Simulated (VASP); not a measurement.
The system is P.

```
P
1.0
     1.65820   -5.24200    0.00000
     1.65820    5.24200    0.00000
     0.00000    0.00000    4.37930
P
4
Direct
  0.89838 0.10162 0.08068
  0.60162 0.39838 0.58068
  0.10162 0.89838 0.91932
  0.39838 0.60162 0.41932
```

```yaml
Program: VASP 6.6.1
Task: relaxation of cell and atoms
Functional: PBE
Dispersion: D3(BJ)
Potentials_or_basis: VASP PAW PBE potentials, release 64 (P)
Cutoff: 600 eV
k_mesh: 12 × 12 × 8
Occupations: gaussian, width 0.01 eV
Spin: no spin polarisation
```

At the start: pressure -1.4 GPa; volume 19.03 Å³/atom.

Question: How do energy, volume and symmetry change on relaxing?

Answer: Over 12 steps the energy falls by 8.3 meV/atom and the volume is 17.67 Å³/atom (-7.1 %); space group Cmce (No. 64, to 0.1 Å) before and after.

The path:
| step | energy change (eV) | largest force (eV/Å) | pressure (GPa) | volume (Å³) |
| --- | --- | --- | --- | --- |
| 1 | 0.0000 | 0.0718 | -1.43 | 76.13 |
| 2 | -0.0088 | 0.2276 | 0.39 | 74.28 |
| 3 | -0.0090 | 0.2092 | 0.18 | 74.48 |
| 4 | -0.0161 | 0.1090 | 0.05 | 73.83 |
| 5 | -0.0198 | 0.0507 | -0.15 | 72.93 |
| 6 | -0.0264 | 0.0541 | -0.18 | 72.32 |
| 7 | -0.0326 | 0.0580 | -0.14 | 70.91 |
| 8 | -0.0326 | 0.0683 | 0.13 | 70.58 |
| 9 | -0.0330 | 0.0093 | 0.00 | 70.74 |
| 10 | -0.0330 | 0.0057 | -0.02 | 70.73 |
| 11 | -0.0330 | 0.0059 | -0.03 | 70.72 |
| 12 | -0.0331 | 0.0019 | -0.01 | 70.70 |

Final structure:
```
P
1.0
     1.65707   -5.09814    0.00000
     1.65707    5.09814    0.00000
     0.00000    0.00000    4.18419
P
4
Direct
  0.89399 0.10601 0.07304
  0.60601 0.39399 0.57303
  0.10601 0.89399 0.92697
  0.39399 0.60601 0.42696
```
